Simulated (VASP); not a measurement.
# HfN (F-43m) in VASP: notebook

Runs on HfN. Level: PBEsol. Tasks: single point.

All numbers are computed with VASP 6.6.1; they aren't measurements. Logs are shortened: lines on timing, memory, paths and dates and some standing lists are left out, and cuts for length are marked.

**1. The cell of the first run**

Symmetry: F-43m, No. 216, cubic system. Conventional cell: a = 4.823 Å, b = 4.823 Å, c = 4.823 Å, α = 90.00°, β = 90.00°, γ = 90.00°. Hf (site symmetry -43m) has 4 N at 2.09 Å within 2.8 Å. N (site symmetry -43m) has 4 Hf at 2.09 Å within 2.8 Å.

**2. Single point, PBEsol**

Input file INCAR:

```
SYSTEM = HfN
PREC = Accurate
ENCUT = 600
EDIFF = 1E-6
ISMEAR = -1
SIGMA = 0.1
LREAL = .FALSE.
LASPH = .TRUE.
NELM = 120
ALGO = Normal
ISIF = 2
LWAVE = .FALSE.
LCHARG = .FALSE.
GGA = PS
NBANDS = 14
GGA_COMPAT = .FALSE.
```

Input file KPOINTS:

```
Automatic mesh
0
G
  11 11 11
  0 0 0
```

Input file POSCAR:

```
HfN
1.0
    0.0000000000      2.4112559831      2.4112559831
    2.4112559831      0.0000000000      2.4112559831
    2.4112559831      2.4112559831      0.0000000000
Hf N
1 1
Direct
    0.0000000000      0.0000000000      0.0000000000
    0.2500000000      0.2500000000      0.2500000000
```

Potentials or basis: VASP PAW PBE potentials, release 64 (Hf_pv, N).

Run with:

```bash
$ cat potpaw_PBE.64/Hf_pv/POTCAR potpaw_PBE.64/N/POTCAR > POTCAR
$ mpirun -np 1 vasp_std > vasp.out
```

OUTCAR:

```text
SYSTEM = HfN
   PREC = Accurate
   ENCUT = 600
   EDIFF = 1E-6
   ISMEAR = -1
   LREAL = .FALSE.
   LASPH = .TRUE.
   NELM = 120
   ISIF = 2
   GGA = PS

 ion  position               nearest neighbor table
   1  0.000  0.000  0.000-   2 2.09   2 2.09   2 2.09   2 2.09
   2  0.250  0.250  0.250-   1 2.09   1 2.09   1 2.09   1 2.09

  LATTYP: Found a face centered cubic cell.
 ALAT       =     4.8225119662

  Lattice vectors:

 A1 = (   0.0000000000,   2.4112559831,   2.4112559831)
 A2 = (   2.4112559831,   0.0000000000,   2.4112559831)
 A3 = (   2.4112559831,   2.4112559831,   0.0000000000)

Analysis of symmetry for initial positions (statically):
=====================================================================
 Subroutine PRICEL returns:
 Original cell was already a primitive cell.

 Routine SETGRP: Setting up the symmetry group for a
 face centered cubic supercell.

 Subroutine GETGRP returns: Found 24 space group operations
 (whereof 24 operations were pure point group operations)
 out of a pool of 48 trial point group operations.

The static configuration has the point symmetry T_d .

Analysis of symmetry for dynamics (positions and initial velocities):
=====================================================================
 Subroutine PRICEL returns:
 Original cell was already a primitive cell.

 Routine SETGRP: Setting up the symmetry group for a
 face centered cubic supercell.

 Subroutine GETGRP returns: Found 24 space group operations
 (whereof 24 operations were pure point group operations)
 out of a pool of 48 trial point group operations.

The dynamic configuration has the point symmetry T_d .

 Subroutine INISYM returns: Found 24 space group operations
 (whereof 24 operations are pure point group operations),
 and found     1 'primitive' translations

----------------------------------------------------------------------------------------

                                     Primitive cell

  volume of cell :      28.0388

  direct lattice vectors                    reciprocal lattice vectors
     0.000000000  2.411255983  2.411255983    -0.207360813  0.207360813  0.207360813
     2.411255983  0.000000000  2.411255983     0.207360813 -0.207360813  0.207360813
     2.411255983  2.411255983  0.000000000     0.207360813  0.207360813 -0.207360813

  length of vectors
     3.410030914  3.410030914  3.410030914     0.359159463  0.359159463  0.359159463

  position of ions in fractional coordinates (direct lattice)
     0.000000000  0.000000000  0.000000000
     0.250000000  0.250000000  0.250000000

  ion indices of the primitive-cell ions
   primitive index   ion index
                 1           1
                 2           2

----------------------------------------------------------------------------------------

 KPOINTS: Automatic mesh

Automatic generation of k-mesh.
 Grid dimensions read from file:
 generate k-points for:   11   11   11

 Generating k-lattice:

  Cartesian coordinates                     Fractional coordinates (reciprocal lattice)
    -0.018850983  0.018850983  0.018850983     0.090909091  0.000000000  0.000000000
     0.018850983 -0.018850983  0.018850983     0.000000000  0.090909091  0.000000000
     0.018850983  0.018850983 -0.018850983     0.000000000  0.000000000  0.090909091

  Length of vectors
     0.032650860  0.032650860  0.032650860

  Shift w.r.t. Gamma in fractional coordinates (k-lattice)
     0.000000000  0.000000000  0.000000000

 Subroutine IBZKPT returns following result:
 ===========================================

 Found     56 irreducible k-points:

 Following reciprocal coordinates:
            Coordinates               Weight
  0.000000  0.000000  0.000000      1.000000
  0.090909  0.000000  0.000000      8.000000
  0.181818  0.000000  0.000000      8.000000
  0.272727  0.000000  0.000000      8.000000
  0.363636  0.000000  0.000000      8.000000
  0.454545  0.000000  0.000000      8.000000
[... 16 lines left out ...]
 -0.272727  0.181818  0.000000     24.000000
 -0.181818  0.181818  0.000000     12.000000
 [... further k-points ...]
   k-points           NKPTS =     56   k-points in BZ     NKDIM =     56   number of bands    NBANDS=     14
   number of dos      NEDOS =    301   number of ions     NIONS =      2
   total plane-waves  NPLWV =  21952
   dimension x,y,z NGX =    28 NGY =   28 NGZ =   28
   dimension x,y,z NGXF=    56 NGYF=   56 NGZF=   56
   ions per type =               1   1
   NGX,Y,Z   is equivalent  to a cutoff of  13.65, 13.65, 13.65 a.u.
   NGXF,Y,Z  is equivalent  to a cutoff of  27.30, 27.30, 27.30 a.u.
 SYSTEM =  HfN
   PREC   = accura    normal or accurate (medium, high low for compatibility)
   ISTART =      0    job   : 0-new  1-cont  2-samecut
   ICHARG =      2    charge: 1-file 2-atom 10-const
   ISPIN  =      1    spin polarized calculation?
   LNONCOLLINEAR =      F non collinear calculations
   LSORBIT =      F    spin-orbit coupling
   LASPH  =      T    aspherical Exc in radial PAW
   ENCUT  =  600.0 eV  44.10 Ry    6.64 a.u.   6.81  6.81  6.81*2*pi/ulx,y,z
   NELM   =    120;   NELMIN=  2; NELMDL= -5     # of ELM steps
   EDIFF  = 0.1E-05   stopping-criterion for ELM
   LREAL  =      F    real-space projection
   EDIFFG = 0.1E-04   stopping-criterion for IOM
   NSW    =      0    number of steps for IOM
   IBRION =     -1    ionic relax: 0-MD 1-quasi-New 2-CG
   NFREE  =      0    steps in history (QN), initial steepest desc. (CG)
   ISIF   =      2    stress and relaxation
   ISYM   =      2    0-nonsym 1-usesym 2-fastsym
   POTIM  = 0.5000    time-step for ionic-motion
   TEBEG  =    0.0;   TEEND  =   0.0 temperature during run
   PSTRESS=    0.0 pullay stress
   NELECT =      15.0000    total number of electrons
   NUPDOWN=      -1.0000    fix difference up-down
   EMIN   =  10.00;   EMAX   =-10.00  energy-range for DOS
   EFERMI =   0.00;   METHOD = LEGACY
   ISMEAR =    -1;   SIGMA  =   0.10  broadening in eV -4-tet -1-fermi 0-gaus
   EFERMI_NEDOS =   21; number of points for ismear=-14 and -15
   IALGO  =     38    algorithm
   IMIX   =      4    mixing-type and parameters
     AMIX     =   0.40;   BMIX     =  1.00
     AMIX_MAG =   1.60;   BMIX_MAG =  1.00
  volume/ion in A,a.u.               =      14.02        94.61
  Fermi-wavevector in a.u.,A,eV,Ry     =   1.328980  2.511409 24.030462  1.766189
  Thomas-Fermi vector in A             =   2.458177
   LORBIT       =      0    0 simple, 1 ext, 2 COOP (PROOUT), +10 PAW based schemes
   GGA     = PS    functional components
   LHFCALC =     F    Hartree Fock is set to
   AEXX    =    0.0000 exact exchange contribution
   IVDW    =     0    specifies the selected vdW correction
   LEPSILON=     F    determine dielectric tensor
   LRPA    =     F    only Hartree local field effects (RPA)
 non-spin polarized calculation
  energy-cutoff  :      600.00
  volume of cell :       28.04
 maximum number of plane-waves:       950
   NGX = 13   NGY = 13   NGZ = 13

 number of electron      15.0000002 magnetization

 Free energy of the ion-electron system (eV)
  ---------------------------------------------------
  ext. energy  EPLUGINS =         0.00000000
  ---------------------------------------------------
  free energy    TOTEN  =       -22.27082335 eV

  energy without entropy =      -22.25172852  energy(sigma->0) =      -22.26127593

 E-fermi :   6.0130     XC(G=0): -11.6552

 val. band max:        5.9008841887   @ k =   0.4545   0.2727   0.0909
 cond. band min:       6.0172837337   @ k =   0.0909   0.0909   0.0000
 fundamental gap:      0.1163995450
 Fermi energy:         6.0129522814

 k-point     1 :       0.0000    0.0000    0.0000
  band No.  band energies     occupation
      1     -24.8460      2.00000
      2     -24.8460      2.00000
      3     -24.8460      2.00000
      4     -10.3547      2.00000
      5       0.3131      2.00000
      6       0.3131      2.00000
      7       0.3131      2.00000
      8       5.4178      1.99481
      9       8.3498      0.00000
     10       8.3498      0.00000
     11      12.9568      0.00000
     12      12.9568      0.00000
     13      12.9568      0.00000
     14      18.5783      0.00000

 k-point     2 :       0.0909    0.0000    0.0000
  band No.  band energies     occupation
      1     -24.8958      2.00000
      2     -24.8522      2.00000
      3     -24.8522      2.00000
      4     -10.2426      2.00000
      5       0.1330      2.00000
      6       0.3786      2.00000
      7       0.3786      2.00000
      8       5.8731      1.60399
      9       8.1974      0.00000
     10       8.1974      0.00000
     11      12.7240      0.00000
     12      13.1883      0.00000
     13      13.1883      0.00000
     14      18.4168      0.00000

 k-point     3 :       0.1818    0.0000    0.0000
  band No.  band energies     occupation
      1     -25.0264      2.00000
      2     -24.8688      2.00000
      3     -24.8688      2.00000
      4      -9.9522      2.00000
      5      -0.1678      2.00000
      6       0.5448      2.00000
      7       0.5448      2.00000
      8       6.9000      0.00028
      9       7.9540      0.00000
     10       7.9540      0.00000
     11      12.2532      0.00000
     12      13.5172      0.00000
     13      13.5172      0.00000
     14      16.3475      0.00000
[... 324 lines left out ...]
 k-point    23 :      -0.2727    0.1818    0.0000
  band No.  band energies     occupation
      1     -25.2808      2.00000
      2     -25.0255      2.00000
      3     -24.9109      2.00000
      4      -9.1887      2.00000
      5      -0.0705      2.00000
      6       0.7533      2.00000
      7       1.0406      2.00000
      8       7.3384      0.00000
      9       7.5637      0.00000
     10       8.7256      0.00000
     11      11.8434      0.00000
     12      12.8362      0.00000
     13      13.5670      0.00000
     14      15.2919      0.00000

 k-point    24 :      -0.1818    0.1818    0.0000
  band No.  band energies     occupation
      1     -25.1825      2.00000
      2     -24.9753      2.00000
      3     -24.8864      2.00000
      4      -9.4687      2.00000
      5      -0.3168      2.00000
      6       0.7947      2.00000
      7       0.8211      2.00000
      8       7.1947      0.00001
      9       7.9482      0.00000
     10       8.5022      0.00000
     11      11.7141      0.00000
     12      13.1110      0.00000
     13      13.9272      0.00000
     14      15.5129      0.00000

 [... further k-points ...]
[... 5 lines left out ...]
  --------------------------------------------------------------------------------------
  -------------------------------------------------------------------------------------
  Total        0.9016503      0.9016503      0.9016503      0.0000000      0.0000000     -0.0000000
  in kB       51.5215325     51.5215325     51.5215325      0.0000000      0.0000000     -0.0000000
  external PRESSURE =      51.5215325 kB  Pullay stress =       0.0000000 kB

 VOLUME and BASIS-vectors are now :
 -----------------------------------------------------------------------------
  energy-cutoff  :      600.00
  volume of cell :       28.04
      direct lattice vectors                 reciprocal lattice vectors
     0.000000000  2.411255983  2.411255983    -0.207360813  0.207360813  0.207360813
     2.411255983  0.000000000  2.411255983     0.207360813 -0.207360813  0.207360813
     2.411255983  2.411255983  0.000000000     0.207360813  0.207360813 -0.207360813

 POSITION                                       TOTAL-FORCE (eV/Angst)
 -----------------------------------------------------------------------------------
      0.00000      0.00000      0.00000         0.000000      0.000000      0.000000
      1.20563      1.20563      1.20563        -0.000000     -0.000000     -0.000000
 -----------------------------------------------------------------------------------
    total drift:                               -0.000000     -0.000000     -0.000000

  FREE ENERGIE OF THE ION-ELECTRON SYSTEM (eV)
  ---------------------------------------------------
  free  energy   TOTEN  =       -22.2708233500 eV

  energy  without entropy=      -22.2517285181  energy(sigma->0) =      -22.26127593
```

Run time: 12 s. Hardware: 1 thread of Intel Xeon 6975P-C (Granite Rapids), shared host; peak memory 0.17 GiB.

Results:

```
Free energy            : -22.2708 eV
Pressure               : 5.2 GPa
Band gap on the k mesh : zero (an odd number of electrons rules out a gap without spin polarisation)
```

Caveat: the cell stands under pressure; the PAW data sets were made with another functional, which shifts forces and pressure a little; spin-orbit coupling is left out, which moves the levels of the heavy elements.

**3. Single point, PBEsol**

This run uses another cell than the first one, of 13.90 Å³/atom.

Input file INCAR:

```
PREC     = Accurate       # precision mode
ENCUT    = 600            # plane-wave cutoff, eV
EDIFF    = 1E-6           # SCF threshold, eV
ISMEAR   = -1             # smearing method
SIGMA    = 0.1            # smearing width, eV
LREAL    = False          # projectors in reciprocal space
LASPH    = True           # aspherical terms in the spheres
NELM     = 120            # most SCF steps
ALGO     = Normal         # electronic algorithm
ISIF     = 2              # what is computed and relaxed
LWAVE    = False          # write WAVECAR
LCHARG   = True           # write CHGCAR
GGA      = PS             # functional
LELF     = True           # ELF
LVHAR    = True         
NBANDS   = 14             # bands
GGA_COMPAT= False
```

Input file KPOINTS:

```
regular mesh
0
Gamma
  11 11 11
```

Input file POSCAR:

```
HfN
1.0
    0.0000000000      2.4042699009      2.4042699009
    2.4042699009      0.0000000000      2.4042699009
    2.4042699009      2.4042699009      0.0000000000
Hf N
1 1
Direct
    0.0000000000      0.0000000000      0.0000000000
    0.2500000000      0.2500000000      0.2500000000
```

Potentials or basis: VASP PAW PBE potentials, release 64 (Hf_pv, N).

Run with:

```bash
$ cat potpaw_PBE.64/Hf_pv/POTCAR potpaw_PBE.64/N/POTCAR > POTCAR
$ mpirun -np 1 vasp_std > vasp.out
```

Run time: 12 s. Hardware: 1 thread of Intel Xeon 6975P-C (Granite Rapids), shared host; peak memory 0.17 GiB.

The run converged. Its results:

```
Free energy            : -22.2612 eV
Pressure               : 7.2 GPa
Band gap on the k mesh : zero (an odd number of electrons rules out a gap without spin polarisation)
```

Levels at points of the mesh, in eV from the Fermi level:
| k point | band 5 | band 6 | band 7 | band 8 | band 9 | band 10 |
| --- | --- | --- | --- | --- | --- | --- |
| (0.00, 0.00, 0.00) | -5.74 | -5.74 | -5.74 | -0.57 | 2.36 | 2.36 |

Caveat: the cell stands under pressure; the PAW data sets were made with another functional, which shifts forces and pressure a little; spin-orbit coupling is left out, which moves the levels of the heavy elements.

**4. Single point, PBEsol**

This run uses another cell than the first one, of 14.42 Å³/atom.

Input file INCAR:

```
ALGO = Normal ; EDIFF = 1E-6
ENCUT = 600 ; GGA = PS
GGA_COMPAT = F ; ISIF = 2
ISMEAR = -1 ; LASPH = T
LCHARG = F ; LREAL = F
LWAVE = F ; NBANDS = 14
NELM = 120 ; PREC = Accurate
SIGMA = 0.1
```

Input file KPOINTS:

```
k-points
0
Gamma
  11 11 11
```

Input file POSCAR:

```
HfN
1.0
    0.0000000000      2.4338831376      2.4338831376
    2.4338831376      0.0000000000      2.4338831376
    2.4338831376      2.4338831376      0.0000000000
Hf N
1 1
Direct
    0.0000000000      0.0000000000      0.0000000000
    0.2500000000      0.2500000000      0.2500000000
```

Run with:

```bash
$ cat potpaw_PBE.64/Hf_pv/POTCAR potpaw_PBE.64/N/POTCAR > POTCAR
$ mpirun -np 1 vasp_std > vasp.out
```

Run time: 13 s. Hardware: 1 thread of Intel Xeon 6975P-C (Granite Rapids), shared host; peak memory 0.17 GiB.

It converged, with:

```yaml
Free_energy: -22.2817 eV
Pressure: -0.9 GPa
Band_gap_on_the_k_mesh: zero (an odd number of electrons rules out a gap without spin polarisation)
```

Levels at points of the mesh, in eV from the Fermi level:
| k point | band 5 | band 6 | band 7 | band 8 | band 9 | band 10 |
| --- | --- | --- | --- | --- | --- | --- |
| (0.00, 0.00, 0.00) | -5.57 | -5.57 | -5.57 | -0.66 | 2.27 | 2.27 |

Caveat: the PAW data sets were made with another functional, which shifts forces and pressure a little; spin-orbit coupling is left out, which moves the levels of the heavy elements.

**5. Overview**

| cell | gap on the mesh (eV) | pressure (GPa) |
| --- | --- | --- |
| a = 3.410 Å, angles 60.0°, 2 atoms | none | 5.2 |
| a = 3.400 Å, angles 60.0°, 2 atoms | none | 7.2 |
| a = 3.442 Å, angles 60.0°, 2 atoms | none | -0.9 |

Alike in all rows: task single point; level PBEsol; potentials or basis VASP PAW PBE potentials, release 64 (Hf_pv, N); no spin polarisation; k mesh 11 × 11 × 11; cutoff (eV) 600; smearing fermi-dirac 0.1 eV.

Caveats: the PAW data sets were made with another functional, which shifts forces and pressure a little; spin-orbit coupling is left out, which moves the levels of the heavy elements; the cell stands under pressure (at least some runs).

Total energies depend on the potentials used, so only differences within one code and one set of settings carry meaning.
